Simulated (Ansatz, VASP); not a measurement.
## ZrH4 in VASP and in Ansatz

```
CELL_PARAMETERS angstrom
-2.36079 2.36079 1.54103
2.36079 -2.36079 1.54103
2.36079 2.36079 -1.54103
ATOMIC_POSITIONS crystal
Zr 0.97162 0.97162 0.00000
H 0.18820 0.36011 0.60518
H 0.75494 0.58302 0.39482
H 0.36011 0.75494 0.17192
H 0.58302 0.18820 0.82808
```

Alike in both runs: functional PBE; k mesh 4 × 4 × 4; occupations gaussian, width 0.15 eV; no spin polarisation.

Ansatz relaxed the structure, and its values are those at the end. VASP's run is a single point on that final structure, the one shown.

|  | VASP | Ansatz |
| --- | --- | --- |
| version | VASP 6.6.1 | Ansatz 0.2.0 |
| potentials or method | VASP PAW PBE potentials, release 64 (Zr_sv, H), cutoff 520 eV | scalar-relativistic, plane waves, PAW |
| valence electrons in the cell | 16 | 16 |

|  | VASP | Ansatz | Ansatz less VASP |
| --- | --- | --- | --- |
| gap on the k mesh at the Fermi level (eV) | none | none | - |
| pressure (GPa) | -0.3 | -0.2 | +0.09 |

A gap of «none» marks a metal or a gap that the smearing closes. The functional is the same, so the differences come from potentials, cutoffs and numerics.

The k mesh is coarse, so the values compare programs but aren't converged.
